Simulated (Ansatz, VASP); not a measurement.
**Al in VASP and in Ansatz**

INCAR

```
PREC = Accurate ; ENCUT = 520
EDIFF = 1E-6 ; ISMEAR = 0
SIGMA = 0.15 ; LREAL = False
LASPH = True ; NELM = 80
ALGO = Normal ; ISIF = 2
LWAVE = False ; LCHARG = True
LELF = True ; LVHAR = True
NBANDS = 8
```

The input KPOINTS:

```
regular mesh
0
Gamma
  22 22 22
```

File POSCAR:

```
Al
1.0
   -1.4088711863      1.4088711863      2.2060105035
    1.4088711863     -1.4088711863      2.2060105035
    1.4088711863      1.4088711863     -2.2060105035
Al
1
Direct
    0.0000000000      0.0000000000      0.0000000000
```

Input for Ansatz:

```yaml
crystal:
  lattice:
    - [-1.4088711863, 1.4088711863, 2.2060105035]
    - [1.4088711863, -1.4088711863, 2.2060105035]
    - [1.4088711863, 1.4088711863, -2.2060105035]
  atoms:
    - { symbol: Al, position: [0.0, 0.0, 0.0] }
basis:
  ecutwfc: 420
kpoints:
  mp_grid: { grid: [22, 22, 22] }
hamiltonian:
  xc: lda
scf:
  occupations: { method: gaussian, width: 0.15 }
output:
  forces: true
  stress: true
  eigenvalues: true
  write_density: true
  write_potential: true
  elf: true
  volumetric_format: npy
```

Alike in both runs: task single point; functional LDA; k mesh 22 × 22 × 22; occupations gaussian, width 0.15 eV; no spin polarisation.

|  | VASP | Ansatz |
| --- | --- | --- |
| version | VASP 6.6.1 | Ansatz 0.2.0 |
| potentials or method | VASP PAW LDA potentials, release 64 (Al), cutoff 520 eV | scalar-relativistic, plane waves, PAW |
| valence electrons in the cell | 3 | 3 |

```csv
,VASP,Ansatz,Ansatz less VASP
gap on the k mesh at the Fermi level (eV),none,none,-
pressure (GPa),-6.2,-6.2,-0.03
"traceless stress, the component that is largest in VASP (GPa)",-2.35,-2.34,+0.013
```

LDA's correlation is that of Perdew and Zunger in VASP and of Perdew and Wang (1992) in Ansatz. A gap of «none» marks a metal or a gap that the smearing closes.
